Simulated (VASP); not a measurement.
# Sr (Fm-3m) in VASP: a series of runs, part 2 of 2

VASP 6.6.1. The steps go on from the part before.

## (5) Single point, LDA

INCAR reads:

```
ALGO = Normal
EDIFF = 1E-7
ENCUT = 520
ISIF = 2
ISMEAR = 1
LASPH = True
LCHARG = False
LREAL = False
LWAVE = False
NBANDS = 11
NELM = 80
PREC = Accurate
SIGMA = 0.05
```

KPOINTS reads:

```
k-points
0
Gamma
  6 6 6
```

POSCAR reads:

```
Sr
1.0
    0.0000000000      3.0423500000      3.0423500000
    3.0423500000      0.0000000000      3.0423500000
    3.0423500000      3.0423500000      0.0000000000
Sr
1
Direct
    0.0000000000      0.0000000000      0.0000000000
```

Potentials or basis: VASP PAW LDA potentials, release 64 (Sr_sv).

On the command line:

```console
$ cat potpaw_LDA.64/Sr_sv/POTCAR > POTCAR
$ mpirun -np 1 vasp_std > vasp.out
```

OUTCAR:

```text
EDIFF = 1E-7
   ENCUT = 520
   ISIF = 2
   ISMEAR = 1
   LASPH = True
   LREAL = False
   NELM = 80
   PREC = Accurate

 ion  position               nearest neighbor table
   1  0.000  0.000  0.000-

  LATTYP: Found a face centered cubic cell.
 ALAT       =     6.0847000000

  Lattice vectors:

 A1 = (   0.0000000000,   3.0423500000,   3.0423500000)
 A2 = (   3.0423500000,   0.0000000000,   3.0423500000)
 A3 = (   3.0423500000,   3.0423500000,   0.0000000000)

Analysis of symmetry for initial positions (statically):
=====================================================================
 Subroutine PRICEL returns:
 Original cell was already a primitive cell.

 Routine SETGRP: Setting up the symmetry group for a
 face centered cubic supercell.

 Subroutine GETGRP returns: Found 48 space group operations
 (whereof 48 operations were pure point group operations)
 out of a pool of 48 trial point group operations.

The static configuration has the point symmetry O_h .

Analysis of symmetry for dynamics (positions and initial velocities):
=====================================================================
 Subroutine PRICEL returns:
 Original cell was already a primitive cell.

 Routine SETGRP: Setting up the symmetry group for a
 face centered cubic supercell.

 Subroutine GETGRP returns: Found 48 space group operations
 (whereof 48 operations were pure point group operations)
 out of a pool of 48 trial point group operations.

The dynamic configuration has the point symmetry O_h .

 Subroutine INISYM returns: Found 48 space group operations
 (whereof 48 operations are pure point group operations),
 and found     1 'primitive' translations

----------------------------------------------------------------------------------------

                                     Primitive cell

  volume of cell :      56.3193

  direct lattice vectors                    reciprocal lattice vectors
     0.000000000  3.042350000  3.042350000    -0.164346640  0.164346640  0.164346640
     3.042350000  0.000000000  3.042350000     0.164346640 -0.164346640  0.164346640
     3.042350000  3.042350000  0.000000000     0.164346640  0.164346640 -0.164346640

  length of vectors
     4.302532631  4.302532631  4.302532631     0.284656730  0.284656730  0.284656730

  position of ions in fractional coordinates (direct lattice)
     0.000000000  0.000000000  0.000000000

  ion indices of the primitive-cell ions
   primitive index   ion index
                 1           1

----------------------------------------------------------------------------------------

 KPOINTS: k-points

Automatic generation of k-mesh.
 Grid dimensions read from file:
 generate k-points for:    6    6    6

 Generating k-lattice:

  Cartesian coordinates                     Fractional coordinates (reciprocal lattice)
    -0.027391107  0.027391107  0.027391107     0.166666667  0.000000000  0.000000000
     0.027391107 -0.027391107  0.027391107     0.000000000  0.166666667  0.000000000
     0.027391107  0.027391107 -0.027391107     0.000000000  0.000000000  0.166666667

  Length of vectors
     0.047442788  0.047442788  0.047442788

  Shift w.r.t. Gamma in fractional coordinates (k-lattice)
     0.000000000  0.000000000  0.000000000

 Subroutine IBZKPT returns following result:
 ===========================================

 Found     16 irreducible k-points:

 Following reciprocal coordinates:
            Coordinates               Weight
  0.000000  0.000000  0.000000      1.000000
  0.166667  0.000000  0.000000      8.000000
  0.333333  0.000000  0.000000      8.000000
  0.500000  0.000000  0.000000      4.000000
  0.166667  0.166667  0.000000      6.000000
  0.333333  0.166667  0.000000     24.000000
[... 8 lines left out ...]
 -0.333333  0.333333  0.166667     24.000000
 -0.333333  0.500000  0.166667     12.000000
   k-points           NKPTS =     16   k-points in BZ     NKDIM =     16   number of bands    NBANDS=     11
   number of dos      NEDOS =    301   number of ions     NIONS =      1
   total plane-waves  NPLWV =  32768
   dimension x,y,z NGX =    32 NGY =   32 NGZ =   32
   dimension x,y,z NGXF=    64 NGYF=   64 NGZF=   64
   ions per type =               1
   NGX,Y,Z   is equivalent  to a cutoff of  12.36, 12.36, 12.36 a.u.
   NGXF,Y,Z  is equivalent  to a cutoff of  24.73, 24.73, 24.73 a.u.
 SYSTEM =  unknown system
   PREC   = accura    normal or accurate (medium, high low for compatibility)
   ISTART =      0    job   : 0-new  1-cont  2-samecut
   ICHARG =      2    charge: 1-file 2-atom 10-const
   ISPIN  =      1    spin polarized calculation?
   LNONCOLLINEAR =      F non collinear calculations
   LSORBIT =      F    spin-orbit coupling
   LASPH  =      T    aspherical Exc in radial PAW
   ENCUT  =  520.0 eV  38.22 Ry    6.18 a.u.   8.00  8.00  8.00*2*pi/ulx,y,z
   NELM   =     80;   NELMIN=  2; NELMDL= -5     # of ELM steps
   EDIFF  = 0.1E-06   stopping-criterion for ELM
   LREAL  =      F    real-space projection
   EDIFFG = 0.1E-05   stopping-criterion for IOM
   NSW    =      0    number of steps for IOM
   IBRION =     -1    ionic relax: 0-MD 1-quasi-New 2-CG
   NFREE  =      0    steps in history (QN), initial steepest desc. (CG)
   ISIF   =      2    stress and relaxation
   ISYM   =      2    0-nonsym 1-usesym 2-fastsym
   POTIM  = 0.5000    time-step for ionic-motion
   TEBEG  =    0.0;   TEEND  =   0.0 temperature during run
   PSTRESS=    0.0 pullay stress
   NELECT =      10.0000    total number of electrons
   NUPDOWN=      -1.0000    fix difference up-down
   EMIN   =  10.00;   EMAX   =-10.00  energy-range for DOS
   EFERMI =   0.00;   METHOD = LEGACY
   ISMEAR =     1;   SIGMA  =   0.05  broadening in eV -4-tet -1-fermi 0-gaus
   EFERMI_NEDOS =   21; number of points for ismear=-14 and -15
   IALGO  =     38    algorithm
   IMIX   =      4    mixing-type and parameters
     AMIX     =   0.40;   BMIX     =  1.00
     AMIX_MAG =   1.60;   BMIX_MAG =  1.00
  volume/ion in A,a.u.               =      56.32       380.06
  Fermi-wavevector in a.u.,A,eV,Ry     =   0.920144  1.738819 11.519569  0.846664
  Thomas-Fermi vector in A             =   2.045416
   LORBIT       =      0    0 simple, 1 ext, 2 COOP (PROOUT), +10 PAW based schemes
   GGA     = CA    functional components
   LHFCALC =     F    Hartree Fock is set to
   AEXX    =    0.0000 exact exchange contribution
   IVDW    =     0    specifies the selected vdW correction
   LEPSILON=     F    determine dielectric tensor
   LRPA    =     F    only Hartree local field effects (RPA)
 non-spin polarized calculation
 Methfessel and Paxton  Order N= 1 SIGMA  =   0.05
  energy-cutoff  :      520.00
  volume of cell :       56.32
 maximum number of plane-waves:      1527
   NGX = 15   NGY = 15   NGZ = 15

 number of electron      10.0000000 magnetization

 Free energy of the ion-electron system (eV)
  ---------------------------------------------------
  ext. energy  EPLUGINS =         0.00000000
  ---------------------------------------------------
  free energy    TOTEN  =        -1.83120789 eV

  energy without entropy =       -1.83221561  energy(sigma->0) =       -1.83154380

 E-fermi :   1.3389     XC(G=0):  -7.4783

 val. band max:        1.2919070058   @ k =  -0.3333   0.3333   0.1667
 cond. band min:       1.3854500864   @ k =  -0.3333   0.3333   0.1667
 fundamental gap:      0.0935430806
 Fermi energy:         1.3388559527

 k-point     1 :       0.0000    0.0000    0.0000
  band No.  band energies     occupation
      1     -35.1362      2.00000
      2     -17.1248      2.00000
      3     -17.1248      2.00000
      4     -17.1248      2.00000
      5      -2.2830      2.00000
      6       3.5670      0.00000
      7       3.5670      0.00000
      8       3.5670      0.00000
      9       4.9821      0.00000
     10       4.9821      0.00000
     11       8.4457      0.00000
[... 197 lines left out ...]
 k-point    16 :      -0.3333    0.5000    0.1667
  band No.  band energies     occupation
      1     -35.1191      2.00000
      2     -17.2729      2.00000
      3     -17.2196      2.00000
      4     -17.1939      2.00000
      5       1.1781      2.00005
      6       1.7918     -0.00000
      7       2.1481     -0.00000
      8       3.9506      0.00000
      9       6.2979      0.00000
     10       6.3999      0.00000
     11       6.5637      0.00000

------------------------ aborting loop because EDIFF is reached ----------------------------------------

  FORCE on cell =-STRESS in cart. coord.  units (eV):
  Direction    XX          YY          ZZ          XY          YZ          ZX
  --------------------------------------------------------------------------------------
  -------------------------------------------------------------------------------------
  Total       -0.5328743     -0.5328743     -0.5328743      0.0000000     -0.0000000     -0.0000000
  in kB      -15.1592530    -15.1592530    -15.1592530      0.0000000     -0.0000000     -0.0000000
  external PRESSURE =     -15.1592530 kB  Pullay stress =       0.0000000 kB

 VOLUME and BASIS-vectors are now :
 -----------------------------------------------------------------------------
  energy-cutoff  :      520.00
  volume of cell :       56.32
      direct lattice vectors                 reciprocal lattice vectors
     0.000000000  3.042350000  3.042350000    -0.164346640  0.164346640  0.164346640
     3.042350000  0.000000000  3.042350000     0.164346640 -0.164346640  0.164346640
     3.042350000  3.042350000  0.000000000     0.164346640  0.164346640 -0.164346640

 POSITION                                       TOTAL-FORCE (eV/Angst)
 -----------------------------------------------------------------------------------
      0.00000      0.00000      0.00000         0.000000      0.000000      0.000000
 -----------------------------------------------------------------------------------
    total drift:                                0.000000      0.000000      0.000000

  FREE ENERGIE OF THE ION-ELECTRON SYSTEM (eV)
  ---------------------------------------------------
  free  energy   TOTEN  =        -1.8312078922 eV

  energy  without entropy=       -1.8322156100  energy(sigma->0) =       -1.83154380
```

stdout:

```text
POSCAR found type information on POSCAR Sr
 POSCAR found :  1 types and       1 ions
 scaLAPACK will be used
 LDA part: xc-table for (Slater(with rela. corr.)+CA(PZ))
 , standard interpolation
 POSCAR, INCAR and KPOINTS ok, starting setup
 FFT: planning ... GRIDC
 FFT: planning ... GRID_SOFT
 FFT: planning ... GRID
 WAVECAR not read
 entering main loop
```

Wall time 12 s (1 thread of Intel Xeon 8259CL, shared host); peak memory 0.15 GiB.

What came out:

```yaml
Free_energy: -1.8312 eV
Pressure: -1.5 GPa
```

Levels at points of the mesh, in eV from the Fermi level:
```tsv
k point	band 2	band 3	band 4	band 5	band 6	band 7	band 8	band 9
(0.00, 0.00, 0.00)	-18.46	-18.46	-18.46	-3.62	2.23	2.23	2.23	3.64
(0.50, 0.00, 0.00)	-18.65	-18.49	-18.49	-1.15	0.10	2.09	2.09	4.66
(0.50, 0.50, 0.00)	-18.64	-18.53	-18.53	-0.63	0.32	1.05	4.66	4.96
```

## (6) Summary

```csv
level,potentials or basis,smearing,pressure (GPa)
PBE,"VASP PAW PBE potentials, release 64 (Sr_sv)",gaussian 0.025 eV,-0.3
PBE,"VASP PAW PBE potentials, release 64 (Sr_sv)",gaussian 0.01 eV,-0.3
PBE,"VASP PAW PBE potentials, release 64 (Sr_sv)",gaussian 0.005 eV,-0.3
LDA,"VASP PAW LDA potentials, release 64 (Sr_sv)",methfessel-paxton 0.05 eV,-1.5
```

Alike in all rows: task single point; no spin polarisation; cell as given; k mesh 6 × 6 × 6; cutoff (eV) 520.

Absolute energies hang on the potentials; compare differences alone.
